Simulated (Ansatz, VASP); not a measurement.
# One calculation of Sb, two programs

Contents of INCAR:

```
SYSTEM = Sb
PREC = Accurate
ENCUT = 520
EDIFF = 1E-8
ISMEAR = -1
SIGMA = 0.05
LREAL = .FALSE.
LASPH = .TRUE.
NELM = 100
ALGO = Normal
ISIF = 2
LWAVE = .FALSE.
LCHARG = .FALSE.
GGA = PS
LEFG = .TRUE.
NBANDS = 12
```

File KPOINTS:

```
Automatic mesh
0
G
  9 9 9
  0 0 0
```

Contents of POSCAR:

```
Sb
1.0
    2.1066982106      1.2163027790      3.6675703910
   -2.1066982106      1.2163027790      3.6675703910
    0.0000000000     -2.4326055579      3.6675703910
Sb
2
Direct
    0.2336400000      0.2336400000      0.2336400000
    0.7663600000      0.7663600000      0.7663600000
```

Input for Ansatz:

```yaml
crystal:
  lattice:
    - [2.1066982106, 1.216302779, 3.667570391]
    - [-2.1066982106, 1.216302779, 3.667570391]
    - [0.0, -2.4326055579, 3.667570391]
  atoms:
    - { symbol: Sb, position: [0.23364, 0.23364, 0.23364] }
    - { symbol: Sb, position: [0.76636, 0.76636, 0.76636] }
kpoints:
  mp_grid: { grid: [9, 9, 9] }
scf:
  occupations: { method: fermi_dirac, width: 0.05 }
hamiltonian:
  xc: pbesol
  pseudopotentials: { kind: all_electron, datasets: crystal }
output:
  forces: true
  stress: true
  eigenvalues: true
  efg: { contact_densities: true }
```

Change from the starting cell: volume scaled by 0.94, crystal datasets.

Alike in both runs: task electric field gradients; functional PBEsol; k mesh 9 × 9 × 9; occupations fermi-dirac, width 0.05 eV; no spin polarisation.

|  | VASP | Ansatz |
| --- | --- | --- |
| version | VASP 6.6.1 | Ansatz 0.2.0 |
| potentials or method | VASP PAW PBE potentials, release 64 (Sb), cutoff 520 eV | all-electron PAW with datasets made for the crystal, scalar-relativistic |

|  | VASP | Ansatz | Ansatz less VASP |
| --- | --- | --- | --- |
| pressure (GPa) | 4.9 | 4.6 | -0.29 |
| traceless stress, the component that is largest in VASP (GPa) | -0.88 | -0.81 | +0.074 |
| rms of the force components (eV/Å) | 0.332 | 0.289 | -0.0429 |
| size of Vzz on the site where it differs most (V/Å²) | 42.5 | 47.2 | +4.73 |

VASP's potentials were made for PBE, not for PBEsol. Atom by atom the forces differ by 0.043 eV/Å (rms over components). Ansatz ran all-electron here, and VASP with PAW potentials.

Neither program's run includes spin-orbit coupling.
